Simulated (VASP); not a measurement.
# ZrC (Fm-3m) in VASP: further runs, part 2 of 2

VASP 6.6.1. Earlier steps stand in the parts before.

## 4. Single point, PBEsol

This run uses another cell than the first one, of 12.72 Å³/atom, 1.064 times its volume.

Input file INCAR:

```
PREC = Accurate
ENCUT = 520
EDIFF = 1E-6
ISMEAR = 0
SIGMA = 0.1
LREAL = F
LASPH = T
NELM = 100
ALGO = Normal
ISIF = 2
LWAVE = F
LCHARG = F
GGA = PS
NBANDS = 15
```

Input file KPOINTS:

```
Automatic mesh
0
Gamma
  16 16 16
```

Input file POSCAR:

```
ZrC
1.0
    0.0000000000      2.3345629340      2.3345629340
    2.3345629340      0.0000000000      2.3345629340
    2.3345629340      2.3345629340      0.0000000000
Zr C
1 1
Direct
    0.5000000000      0.5000000000      0.5000000000
    0.0000000000      0.0000000000      0.0000000000
```

Potentials or basis: VASP PAW PBE potentials, release 64 (Zr_sv, C).

Run with:

```bash
cat potpaw_PBE.64/Zr_sv/POTCAR potpaw_PBE.64/C/POTCAR > POTCAR
mpirun -np 1 vasp_std > vasp.out
```

OUTCAR:

```text
PREC = Accurate
   ENCUT = 520
   EDIFF = 1E-6
   ISMEAR = 0
   LREAL = F
   LASPH = T
   NELM = 100
   ISIF = 2
   GGA = PS

 ion  position               nearest neighbor table
   1  0.500  0.500  0.500-   2 2.33   2 2.33   2 2.33   2 2.33   2 2.33   2 2.33
   2  0.000  0.000  0.000-   1 2.33   1 2.33   1 2.33   1 2.33   1 2.33   1 2.33

  LATTYP: Found a face centered cubic cell.
 ALAT       =     4.6691258680

  Lattice vectors:

 A1 = (   0.0000000000,   2.3345629340,   2.3345629340)
 A2 = (   2.3345629340,   0.0000000000,   2.3345629340)
 A3 = (   2.3345629340,   2.3345629340,   0.0000000000)

Analysis of symmetry for initial positions (statically):
=====================================================================
 Subroutine PRICEL returns:
 Original cell was already a primitive cell.

 Routine SETGRP: Setting up the symmetry group for a
 face centered cubic supercell.

 Subroutine GETGRP returns: Found 48 space group operations
 (whereof 48 operations were pure point group operations)
 out of a pool of 48 trial point group operations.

The static configuration has the point symmetry O_h .

Analysis of symmetry for dynamics (positions and initial velocities):
=====================================================================
 Subroutine PRICEL returns:
 Original cell was already a primitive cell.

 Routine SETGRP: Setting up the symmetry group for a
 face centered cubic supercell.

 Subroutine GETGRP returns: Found 48 space group operations
 (whereof 48 operations were pure point group operations)
 out of a pool of 48 trial point group operations.

The dynamic configuration has the point symmetry O_h .

 Subroutine INISYM returns: Found 48 space group operations
 (whereof 48 operations are pure point group operations),
 and found     1 'primitive' translations

----------------------------------------------------------------------------------------

                                     Primitive cell

  volume of cell :      25.4476

  direct lattice vectors                    reciprocal lattice vectors
     0.000000000  2.334562934  2.334562934    -0.214172851  0.214172851  0.214172851
     2.334562934  0.000000000  2.334562934     0.214172851 -0.214172851  0.214172851
     2.334562934  2.334562934  0.000000000     0.214172851  0.214172851 -0.214172851

  length of vectors
     3.301570563  3.301570563  3.301570563     0.370958260  0.370958260  0.370958260

  position of ions in fractional coordinates (direct lattice)
     0.500000000  0.500000000  0.500000000
     0.000000000  0.000000000  0.000000000

  ion indices of the primitive-cell ions
   primitive index   ion index
                 1           1
                 2           2

----------------------------------------------------------------------------------------

 KPOINTS: Automatic mesh

Automatic generation of k-mesh.
 Grid dimensions read from file:
 generate k-points for:   16   16   16

 Generating k-lattice:

  Cartesian coordinates                     Fractional coordinates (reciprocal lattice)
    -0.013385803  0.013385803  0.013385803     0.062500000  0.000000000  0.000000000
     0.013385803 -0.013385803  0.013385803     0.000000000  0.062500000  0.000000000
     0.013385803  0.013385803 -0.013385803     0.000000000  0.000000000  0.062500000

[... 40 lines left out ...]
   total plane-waves  NPLWV =  21952
   dimension x,y,z NGX =    28 NGY =   28 NGZ =   28
   dimension x,y,z NGXF=    56 NGYF=   56 NGZF=   56
   ions per type =               1   1
   NGX,Y,Z   is equivalent  to a cutoff of  14.10, 14.10, 14.10 a.u.
   NGXF,Y,Z  is equivalent  to a cutoff of  28.20, 28.20, 28.20 a.u.
 SYSTEM =  unknown system
   PREC   = accura    normal or accurate (medium, high low for compatibility)
   ISTART =      0    job   : 0-new  1-cont  2-samecut
   ICHARG =      2    charge: 1-file 2-atom 10-const
   ISPIN  =      1    spin polarized calculation?
   LNONCOLLINEAR =      F non collinear calculations
   LSORBIT =      F    spin-orbit coupling
   LASPH  =      T    aspherical Exc in radial PAW
   ENCUT  =  520.0 eV  38.22 Ry    6.18 a.u.   6.14  6.14  6.14*2*pi/ulx,y,z
   NELM   =    100;   NELMIN=  2; NELMDL= -5     # of ELM steps
   EDIFF  = 0.1E-05   stopping-criterion for ELM
   LREAL  =      F    real-space projection
   EDIFFG = 0.1E-04   stopping-criterion for IOM
   NSW    =      0    number of steps for IOM
   IBRION =     -1    ionic relax: 0-MD 1-quasi-New 2-CG
   NFREE  =      0    steps in history (QN), initial steepest desc. (CG)
   ISIF   =      2    stress and relaxation
   ISYM   =      2    0-nonsym 1-usesym 2-fastsym
   POTIM  = 0.5000    time-step for ionic-motion
   TEBEG  =    0.0;   TEEND  =   0.0 temperature during run
   PSTRESS=    0.0 pullay stress
   NELECT =      16.0000    total number of electrons
   NUPDOWN=      -1.0000    fix difference up-down
   EMIN   =  10.00;   EMAX   =-10.00  energy-range for DOS
   EFERMI =   0.00;   METHOD = LEGACY
   ISMEAR =     0;   SIGMA  =   0.10  broadening in eV -4-tet -1-fermi 0-gaus
   EFERMI_NEDOS =   21; number of points for ismear=-14 and -15
   IALGO  =     38    algorithm
   IMIX   =      4    mixing-type and parameters
     AMIX     =   0.40;   BMIX     =  1.00
     AMIX_MAG =   1.60;   BMIX_MAG =  1.00
  volume/ion in A,a.u.               =      12.72        85.86
  Fermi-wavevector in a.u.,A,eV,Ry     =   1.402488  2.650319 26.762297  1.966973
  Thomas-Fermi vector in A             =   2.525245
   LORBIT       =      0    0 simple, 1 ext, 2 COOP (PROOUT), +10 PAW based schemes
   GGA     = PS    functional components
   LHFCALC =     F    Hartree Fock is set to
   AEXX    =    0.0000 exact exchange contribution
   IVDW    =     0    specifies the selected vdW correction
   LEPSILON=     F    determine dielectric tensor
   LRPA    =     F    only Hartree local field effects (RPA)
 non-spin polarized calculation
 Gauss-broadening in eV      SIGMA  =   0.10
  energy-cutoff  :      520.00
  volume of cell :       25.45
 maximum number of plane-waves:       701
 NGX is ok and might be reduce to    28
   NGX = 13   NGY = 13   NGZ = 13

 number of electron      16.0000000 magnetization

 Free energy of the ion-electron system (eV)
  ---------------------------------------------------
  ext. energy  EPLUGINS =         0.00000000
  ---------------------------------------------------
  free energy    TOTEN  =       -20.57345035 eV

  energy without entropy =      -20.57170432  energy(sigma->0) =      -20.57257734

 E-fermi :   9.7085     XC(G=0): -12.3789

 val. band max:        9.6827870504   @ k =   0.3750   0.3125   0.0000
 cond. band min:       9.7489959212   @ k =   0.4375   0.4375   0.0000
 fundamental gap:      0.0662088708
 Fermi energy:         9.7085352690

 k-point     1 :       0.0000    0.0000    0.0000
  band No.  band energies     occupation
      1     -38.1721      2.00000
      2     -15.8993      2.00000
      3     -15.8993      2.00000
      4     -15.8993      2.00000
      5      -1.6268      2.00000
      6      10.6812      0.00000
      7      10.6812      0.00000
      8      10.6812      0.00000
      9      10.7881      0.00000
     10      10.7881      0.00000
     11      10.7881      0.00000
     12      12.5883      0.00000
     13      12.5883      0.00000
     14      17.2486      0.00000
[... 401 lines left out ...]
      2     -15.9912      2.00000
      3     -15.9235      2.00000
      4     -15.9010      2.00000
      5      -1.3826      2.00000
      6       9.3179      2.00000
      7       9.5346      1.98612
      8       9.6632      1.47899
      9      10.9353      0.00000
     10      11.5866      0.00000
     11      11.6798      0.00000
     12      13.2335      0.00000
     13      14.1106      0.00000
     14      17.7520      0.00000
     15      20.8031      0.00000

 [... further k-points ...]

------------------------ aborting loop because EDIFF is reached ----------------------------------------

  FORCE on cell =-STRESS in cart. coord.  units (eV):
  Direction    XX          YY          ZZ          XY          YZ          ZX
  --------------------------------------------------------------------------------------
  -------------------------------------------------------------------------------------
  Total        0.0526065      0.0526065      0.0526065      0.0000000      0.0000000     -0.0000000
  in kB        3.3120973      3.3120973      3.3120973      0.0000000      0.0000000     -0.0000000
  external PRESSURE =       3.3120973 kB  Pullay stress =       0.0000000 kB

 VOLUME and BASIS-vectors are now :
 -----------------------------------------------------------------------------
  energy-cutoff  :      520.00
  volume of cell :       25.45
      direct lattice vectors                 reciprocal lattice vectors
     0.000000000  2.334562934  2.334562934    -0.214172851  0.214172851  0.214172851
     2.334562934  0.000000000  2.334562934     0.214172851 -0.214172851  0.214172851
     2.334562934  2.334562934  0.000000000     0.214172851  0.214172851 -0.214172851

 POSITION                                       TOTAL-FORCE (eV/Angst)
 -----------------------------------------------------------------------------------
      2.33456      2.33456      2.33456        -0.000000      0.000000     -0.000000
      0.00000      0.00000      0.00000         0.000000     -0.000000      0.000000
 -----------------------------------------------------------------------------------
    total drift:                                0.000000      0.000000      0.000000

  FREE ENERGIE OF THE ION-ELECTRON SYSTEM (eV)
  ---------------------------------------------------
  free  energy   TOTEN  =       -20.5734503546 eV

  energy  without entropy=      -20.5717043215  energy(sigma->0) =      -20.57257734
```

OSZICAR:

```text
N       E                     dE             d eps       ncg     rms          rms(c)
DAV:   1     0.997176350133E+02    0.99718E+02   -0.85720E+03  4350   0.108E+03
DAV:   2    -0.176014811114E+02   -0.11732E+03   -0.10952E+03  5575   0.287E+02
DAV:   3    -0.236805826003E+02   -0.60791E+01   -0.60437E+01  7157   0.550E+01
DAV:   4    -0.237799193965E+02   -0.99337E-01   -0.99287E-01  5341   0.536E+00
DAV:   5    -0.237811211426E+02   -0.12017E-02   -0.12017E-02  5639   0.475E-01    0.217E+01
DAV:   6    -0.206927360177E+02    0.30884E+01   -0.55936E+00  5125   0.218E+01    0.799E+00
DAV:   7    -0.205961990820E+02    0.96537E-01   -0.52544E-01  5022   0.550E+00    0.667E+00
DAV:   8    -0.206012193253E+02   -0.50202E-02   -0.28393E-01  5407   0.395E+00    0.437E+00
DAV:   9    -0.205740475743E+02    0.27172E-01   -0.46814E-02  4896   0.149E+00    0.697E-01
DAV:  10    -0.205734730525E+02    0.57452E-03   -0.45715E-03  5533   0.586E-01    0.136E-01
DAV:  11    -0.205734560283E+02    0.17024E-04   -0.19350E-04  5008   0.139E-01    0.476E-02
DAV:  12    -0.205734509477E+02    0.50805E-05   -0.44370E-06  5399   0.182E-02    0.882E-03
DAV:  13    -0.205734503546E+02    0.59318E-06   -0.12731E-06  4777   0.726E-03
   1 F= -.20573450E+02 E0= -.20572577E+02  d E =-.174603E-02
```

stdout:

```text
POSCAR found type information on POSCAR ZrC
 POSCAR found :  2 types and       2 ions
 scaLAPACK will be used
 -----------------------------------------------------------------------------
|                                                                             |
|                                                                             |
|     You enforced a specific xc type in the INCAR file but a different       |
|     I HOPE YOU KNOW WHAT YOU ARE DOING!                                     |
|                                                                             |
 -----------------------------------------------------------------------------

 LDA part: xc-table for (Slater+PW92), standard interpolation
 POSCAR, INCAR and KPOINTS ok, starting setup
 FFT: planning ... GRIDC
 FFT: planning ... GRID_SOFT
 FFT: planning ... GRID
 WAVECAR not read
 entering main loop
```

Run time: 1.8 min. Hardware: 1 thread of AMD EPYC 7R13, shared host; peak memory 0.17 GiB.

What came out:

* Free energy: -20.5735 eV
* Pressure: 0.3 GPa
* Band gap on the k mesh: zero (band 8 reaches 10.68 eV, above the bottom of band 9 at 9.35 eV)

Caveat: the PAW data sets were made with another functional, which shifts forces and pressure a little.

## 5. Single point, PBEsol (volume scaled by 1.03)

Input file INCAR:

```
SYSTEM = ZrC
  PREC = Accurate
  ENCUT = 520
  EDIFF = 1E-7
  ISMEAR = 0
  SIGMA = 0.1
  LREAL = .FALSE.
  LASPH = .TRUE.
  NELM = 100
  ALGO = Normal
  ISIF = 2
  LWAVE = .FALSE.
  LCHARG = .FALSE.
  GGA = PS
  NBANDS = 15
```

Input file KPOINTS:

```
Automatic mesh
0
G
  16 16 16
  0 0 0
```

Input file POSCAR:

```
ZrC
1.0
    0.0000000000      2.3576789218      2.3576789218
    2.3576789218      0.0000000000      2.3576789218
    2.3576789218      2.3576789218      0.0000000000
Zr C
1 1
Direct
    0.5000000000      0.5000000000      0.5000000000
    0.0000000000      0.0000000000      0.0000000000
```

Run with:

```bash
cat potpaw_PBE.64/Zr_sv/POTCAR potpaw_PBE.64/C/POTCAR > POTCAR
mpirun -np 1 vasp_std > vasp.out
```

It took 2.1 min on 1 thread of AMD EPYC 7R13, shared host; peak memory 0.17 GiB.

The run converged. Its results:

* Free energy: -20.5594 eV
* Pressure: -6.3 GPa
* Band gap on the k mesh: zero (band 8 reaches 10.33 eV, above the bottom of band 9 at 9.01 eV)

Levels at points of the mesh, in eV from the Fermi level:
```tsv
k point	band 5	band 6	band 7	band 8	band 9	band 10	band 11	band 12
(0.00, 0.00, 0.00)	-11.23	0.97	0.97	0.97	1.07	1.07	1.07	2.79
(0.50, 0.00, 0.00)	-8.15	-5.28	-2.89	-2.89	4.47	4.47	5.29	6.45
(0.50, 0.50, 0.00)	-10.04	-2.06	-1.77	0.08	0.08	4.43	5.63	5.63
```

Caveat: the cell differs from its parent crystal (volume scaled by 1.03); the PAW data sets were made with another functional, which shifts forces and pressure a little.

## 6. Single point, PBEsol (volume scaled by 1.06)

Input file INCAR:

```
ALGO = Normal
EDIFF = 1E-6
ENCUT = 520
GGA = PS
ISIF = 2
ISMEAR = 0
LASPH = True
LCHARG = False
LREAL = False
LWAVE = False
NBANDS = 15
NELM = 60
PREC = Accurate
SIGMA = 0.1
```

Input file KPOINTS:

```
k-points
0
Gamma
  16 16 16
```

Input file POSCAR:

```
ZrC
1.0
    0.0000000000      2.3803503023      2.3803503023
    2.3803503023      0.0000000000      2.3803503023
    2.3803503023      2.3803503023      0.0000000000
Zr C
1 1
Direct
    0.5000000000      0.5000000000      0.5000000000
    0.0000000000      0.0000000000      0.0000000000
```

Potentials or basis: VASP PAW PBE potentials, release 64 (Zr_sv, C).

Run with:

```bash
cat potpaw_PBE.64/Zr_sv/POTCAR potpaw_PBE.64/C/POTCAR > POTCAR
mpirun -np 1 vasp_std > vasp.out
```

OUTCAR:

```text
EDIFF = 1E-6
   ENCUT = 520
   GGA = PS
   ISIF = 2
   ISMEAR = 0
   LASPH = True
   LREAL = False
   NELM = 60
   PREC = Accurate

 ion  position               nearest neighbor table
   1  0.500  0.500  0.500-   2 2.38   2 2.38   2 2.38   2 2.38   2 2.38   2 2.38
   2  0.000  0.000  0.000-   1 2.38   1 2.38   1 2.38   1 2.38   1 2.38   1 2.38

  LATTYP: Found a face centered cubic cell.
 ALAT       =     4.7607006046

  Lattice vectors:

 A1 = (   0.0000000000,   2.3803503023,   2.3803503023)
 A2 = (   2.3803503023,   0.0000000000,   2.3803503023)
[... 611 lines left out ...]
     12      12.3571      0.00000
     13      13.1942      0.00000
     14      16.4368      0.00000
     15      19.9725      0.00000

 [... further k-points ...]
[... 5 lines left out ...]
  --------------------------------------------------------------------------------------
  -------------------------------------------------------------------------------------
  Total       -2.0117567     -2.0117567     -2.0117567     -0.0000000      0.0000000      0.0000000
  in kB     -119.4905140   -119.4905140   -119.4905140     -0.0000000      0.0000000      0.0000000
  external PRESSURE =    -119.4905140 kB  Pullay stress =       0.0000000 kB

 VOLUME and BASIS-vectors are now :
 -----------------------------------------------------------------------------
  energy-cutoff  :      520.00
  volume of cell :       26.97
      direct lattice vectors                 reciprocal lattice vectors
     0.000000000  2.380350302  2.380350302    -0.210053117  0.210053117  0.210053117
     2.380350302  0.000000000  2.380350302     0.210053117 -0.210053117  0.210053117
     2.380350302  2.380350302  0.000000000     0.210053117  0.210053117 -0.210053117

 POSITION                                       TOTAL-FORCE (eV/Angst)
 -----------------------------------------------------------------------------------
      2.38035      2.38035      2.38035         0.000000     -0.000000      0.000000
      0.00000      0.00000      0.00000        -0.000000      0.000000     -0.000000
 -----------------------------------------------------------------------------------
    total drift:                                0.000000      0.000000      0.000000

  FREE ENERGIE OF THE ION-ELECTRON SYSTEM (eV)
  ---------------------------------------------------
  free  energy   TOTEN  =       -20.5161422581 eV

  energy  without entropy=      -20.5140715298  energy(sigma->0) =      -20.51510689
```

OSZICAR:

```text
N       E                     dE             d eps       ncg     rms          rms(c)
DAV:   1     0.986408904028E+02    0.98641E+02   -0.85944E+03  4358   0.108E+03
DAV:   2    -0.174578328508E+02   -0.11610E+03   -0.10885E+03  5568   0.284E+02
DAV:   3    -0.236847409660E+02   -0.62269E+01   -0.61822E+01  7329   0.554E+01
DAV:   4    -0.237983819005E+02   -0.11364E+00   -0.11357E+00  5188   0.569E+00
DAV:   5    -0.237997175933E+02   -0.13357E-02   -0.13357E-02  5770   0.512E-01    0.193E+01
DAV:   6    -0.206773573978E+02    0.31224E+01   -0.58325E+00  5136   0.217E+01    0.695E+00
DAV:   7    -0.205458740570E+02    0.13148E+00   -0.58829E-01  5029   0.572E+00    0.584E+00
DAV:   8    -0.205494299140E+02   -0.35559E-02   -0.35167E-01  5255   0.436E+00    0.420E+00
DAV:   9    -0.205164704863E+02    0.32959E-01   -0.61970E-02  4805   0.173E+00    0.553E-01
DAV:  10    -0.205161526141E+02    0.31787E-03   -0.37902E-03  5674   0.548E-01    0.460E-02
DAV:  11    -0.205161475183E+02    0.50958E-05   -0.12273E-04  5071   0.108E-01    0.445E-02
DAV:  12    -0.205161428869E+02    0.46314E-05   -0.46627E-06  5470   0.184E-02    0.132E-02
DAV:  13    -0.205161422581E+02    0.62880E-06   -0.23782E-06  5261   0.970E-03
   1 F= -.20516142E+02 E0= -.20515107E+02  d E =-.207073E-02
```

stdout:

```text
POSCAR found type information on POSCAR ZrC
 POSCAR found :  2 types and       2 ions
 scaLAPACK will be used
 -----------------------------------------------------------------------------
|                                                                             |
|                                                                             |
|     You enforced a specific xc type in the INCAR file but a different       |
|     I HOPE YOU KNOW WHAT YOU ARE DOING!                                     |
|                                                                             |
 -----------------------------------------------------------------------------

 LDA part: xc-table for (Slater+PW92), standard interpolation
 POSCAR, INCAR and KPOINTS ok, starting setup
 FFT: planning ... GRIDC
 FFT: planning ... GRID_SOFT
 FFT: planning ... GRID
 WAVECAR not read
 entering main loop
```

Run time: 2 min. Hardware: 1 thread of AMD EPYC 7R13, shared host; peak memory 0.17 GiB.

Results:

- Free energy: -20.5161 eV
- Pressure: -11.9 GPa
- Band gap on the k mesh: zero (band 8 reaches 10.00 eV, above the bottom of band 9 at 8.69 eV)

Levels at points of the mesh, in eV from the Fermi level:
```tsv
k point	band 4	band 5	band 6	band 7	band 8	band 9	band 10	band 11	band 12	band 13
(0.00, 0.00, 0.00)	-25.87	-11.13	0.96	0.96	0.96	1.06	1.06	1.06	2.71	2.71
(0.50, 0.00, 0.00)	-25.94	-8.19	-5.17	-2.80	-2.80	4.31	4.31	5.11	6.32	9.75
(0.50, 0.50, 0.00)	-26.12	-9.92	-2.10	-1.68	0.05	0.05	4.28	5.42	5.42	7.60
```

Caveat: the cell differs from its parent crystal (volume scaled by 1.06); the PAW data sets were made with another functional, which shifts forces and pressure a little.

## 7. Summary

```csv
cell,gap on the mesh (eV),pressure (GPa)
"a = 3.234 Å, angles 60.0°, 2 atoms",none,16.9
"a = 3.268 Å, angles 60.0°, 2 atoms",none,8.0
"a = 3.302 Å, angles 60.0°, 2 atoms",none,0.3
"a = 3.334 Å, angles 60.0°, 2 atoms",none,-6.3
"a = 3.366 Å, angles 60.0°, 2 atoms",none,-11.9
```

Alike in all rows: task single point; level PBEsol; potentials or basis VASP PAW PBE potentials, release 64 (Zr_sv, C); no spin polarisation; k mesh 16 × 16 × 16; cutoff (eV) 520; smearing gaussian 0.1 eV.

Caveats: the PAW data sets were made with another functional, which shifts forces and pressure a little.

Absolute energies hang on the potentials; compare differences alone.
